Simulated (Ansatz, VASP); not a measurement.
**Mn in VASP and in Ansatz**

```xyz
1
Lattice="0.0000 2.0548 2.0548 2.0548 0.0000 2.0548 2.0548 2.0548 0.0000" Properties=species:S:1:pos:R:3 pbc="T T T"
Mn    0.0000    0.0000    0.0000
```

Alike in both runs: task single point; functional r2SCAN; k mesh 15 × 15 × 15; occupations fermi-dirac, width 0.05 eV; collinear spin.

|  | VASP | Ansatz |
| --- | --- | --- |
| version | VASP 6.6.1 | Ansatz 0.2.0 |
| potentials or method | VASP PAW PBE potentials, release 64 (Mn_pv), cutoff 520 eV | plane waves (500 eV) with PAW, scalar-relativistic |
| valence electrons in the cell | 13 | 15 |

|  | VASP | Ansatz | Ansatz less VASP |
| --- | --- | --- | --- |
| pressure (GPa) | -7.2 | -7.3 | -0.08 |
| net moment per atom (μB) | 3.98 | 3.98 | -0.002 |
| size of the moment on the site where the two differ most (μB) | 3.90 | 3.97 | +0.068 |

VASP's potentials were made for PBE, not for r2SCAN. Site moments also hang on the region over which each program counts them. VASP's potentials hold 13 valence electrons a cell and Ansatz's 15, so a difference there can come from the potentials and not from the codes. Ansatz's warnings: stability check not made.
